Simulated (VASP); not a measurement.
## CuO: single point with r2SCAN+U

Crystal: CuO.

```
CELL_PARAMETERS angstrom
2.83633 0.00000 0.00000
-1.41816 2.45633 0.00000
0.00000 0.00000 2.76811
ATOMIC_POSITIONS crystal
Cu 0.00000 0.00000 0.00000
O 0.66667 0.33333 0.50000
```

```
Program                : VASP 6.6.1
Task                   : single point
Functional             : r2SCAN
Potentials or basis    : VASP PAW PBE potentials, release 64 (Cu_sv_GW, O)
Cutoff                 : 770 eV
k mesh                 : 8 × 8 × 7
Occupations            : gaussian, width 0.05 eV
Spin                   : collinear spin
Starting moments       : [1.0, 0.0] μB
Hubbard terms          : Cu d U = 4.0 eV
Dipole correction      : no
Further INCAR settings : ALGO = Normal; EDIFF = 1e-06; NBANDS = 24
```

```
Pressure                                              : -8.8 GPa
Band gap on the k mesh                                : zero (filled and empty bands overlap)
Net moment                                            : 1.00 μB per cell
Site moments                                          : Cu +0.54; O +0.46 μB
Valence electrons inside the program's atomic spheres : Cu 17.44; O 4.93
```

Stress tensor (GPa, compression positive):
```
 -4.52   0.00   0.00
  0.00  -4.52   0.00
  0.00   0.00 -17.42
```

Levels at points of the mesh, in eV from the Fermi level:
Spin up:
| k point | band 9 | band 10 | band 11 | band 12 | band 13 | band 14 | band 15 | band 16 | band 17 | band 18 |
| --- | --- | --- | --- | --- | --- | --- | --- | --- | --- | --- |
| (0.00, 0.00, 0.00) | -3.50 | -3.50 | -3.07 | -1.00 | -1.00 | 1.64 | 15.84 | 17.64 | 17.64 | 19.78 |
| (0.50, 0.00, 0.00) | -3.60 | -3.56 | -2.53 | -2.39 | -0.76 | 6.71 | 9.42 | 16.03 | 18.27 | 18.47 |
Spin down:
```
           k point  band 8  band 9  band 10  band 11  band 12  band 13  band 14  band 15  band 16  band 17
(0.00, 0.00, 0.00)   -3.91   -2.10    -1.13    -1.13     0.08     0.08     1.93    15.96    17.71    17.71
(0.50, 0.00, 0.00)   -3.52   -2.73    -1.97    -1.57    -1.25     1.03     6.86    10.09    16.18    18.59
```

Eigenvalues of the final occupation matrices:
```
    site  spin  trace               eigenvalues
site 1 d     1   4.78  0.95 0.95 0.95 0.97 0.97
site 1 d     2   4.22  0.71 0.71 0.92 0.92 0.95
```

It took 5.8 min on 1 thread of AMD EPYC 7R43 64-Core Processor (Zen 3) (shared host), peak memory 0.19 GiB.

Caveat: the cell stands under tension; the PAW data sets were made with another functional, which shifts forces and pressure a little; a cell with one magnetic atom can't hold antiferromagnetic order, which such compounds often take.
